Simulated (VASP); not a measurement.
## MgSiN: relaxation of cell and atoms with PBE

MgSiN:

```
Mg Si N
1.0
     3.37332    0.00000    0.00000
     0.00000    3.37332    0.00000
     0.00000    0.00000    3.43587
Mg Si N
1 1 1
Direct
  0.50000 0.50000 0.50000
  0.50000 0.50000 0.00000
  0.00000 0.00000 0.00000
```

The cell was built from a structure type or drawn by symmetry, and may not be a known phase.

```yaml
Program: VASP 6.6.1
Task: relaxation of cell and atoms
Functional: PBE
Potentials_or_basis: VASP PAW PBE potentials, release 64 (Mg_sv, Si, N)
Cutoff: 750 eV
k_mesh: 6 × 6 × 6
Occupations: gaussian, width 0.1 eV
Spin: no spin polarisation
Dipole_correction: no
Mended: yes
Further_INCAR_settings: ALGO = Normal; EDIFF = 1e-07; IBRION = 2; EDIFFG = -0.04; NSW = 90; ISIF = 3
```

* Relaxed volume: 13.16 Å³/atom
* Relaxed cell: a = 2.778 Å, b = 2.778 Å, c = 5.114 Å, α = 90.00°, β = 90.00°, γ = 90.00°
* Space group after relaxing (to 0.1 Å): P4/mmm (No. 123)
* Energy gained by relaxing: 3969.3 meV/atom
* Ionic steps: 11
* Pressure after relaxing: 0.0 GPa
* Band gap on the k mesh: zero (an odd number of electrons rules out a gap without spin polarisation)

Stress tensor (GPa, compression positive):
```
 0.03  0.00  0.00
 0.00  0.03  0.00
 0.00  0.00 -0.16
```

Step by step:
```
step  energy change (eV)  largest force (eV/Å)  pressure (GPa)  volume (Å³)
   1              0.0000                0.0000           76.36        39.10
   2              1.2123                0.0000          -88.87        66.50
   3            -10.3876                0.0000          -25.05        55.14
   4            -10.6935                0.0000          -18.33        53.33
   5            -10.7529                0.0000          -13.59        51.98
   6            -11.6219                0.0000           -6.13        43.39
   7            -11.8485                0.0000            5.02        38.62
   8            -11.8406                0.0000           -0.33        38.89
   9            -11.9023                0.0000            2.46        38.78
  10            -11.9070                0.0000           -1.01        39.75
  11            -11.9079                0.0000           -0.03        39.47
```

Final structure:
```yaml
crystal:
  lattice:
    - [2.77836, 0.00000, 0.00000]
    - [0.00000, 2.77836, 0.00000]
    - [0.00000, 0.00000, 5.11359]
  atoms:
    - { symbol: Mg, position: [0.50000, 0.50000, 0.50000] }
    - { symbol: Si, position: [0.50000, 0.50000, 0.00000] }
    - { symbol: N, position: [0.00000, 0.00000, 0.00000] }
```

Levels at points of the mesh, in eV from the Fermi level:
| k point | band 6 | band 7 | band 8 | band 9 | band 10 | band 11 | band 12 | band 13 |
| --- | --- | --- | --- | --- | --- | --- | --- | --- |
| (0.00, 0.00, 0.00) | -7.06 | -5.51 | -4.12 | -4.12 | -0.10 | 2.64 | 5.23 | 10.50 |
| (0.50, 0.00, 0.00) | -11.28 | -4.02 | -3.13 | -1.83 | -0.80 | -0.43 | 5.11 | 5.30 |
| (0.50, 0.50, 0.00) | -8.68 | -8.68 | -4.39 | -2.30 | 1.12 | 3.34 | 3.34 | 4.07 |
| (0.00, 0.00, 0.50) | -8.31 | -4.12 | -4.12 | -2.52 | -1.61 | 4.29 | 4.36 | 5.43 |
| (0.50, 0.00, 0.50) | -11.20 | -4.61 | -3.26 | -3.12 | 1.06 | 2.00 | 3.59 | 5.17 |
| (0.50, 0.50, 0.50) | -8.66 | -8.66 | -4.21 | -2.52 | 0.39 | 1.87 | 1.87 | 5.03 |

It took 6.9 min on 1 thread of Intel(R) Xeon(R) Platinum 8175M CPU @ 2.50GHz (Skylake/Cascade Lake), on a shared host, peak memory 0.2 GiB.

Caveat: a cell axis changed by over 15 % at a fixed basis, so the end point is rough.
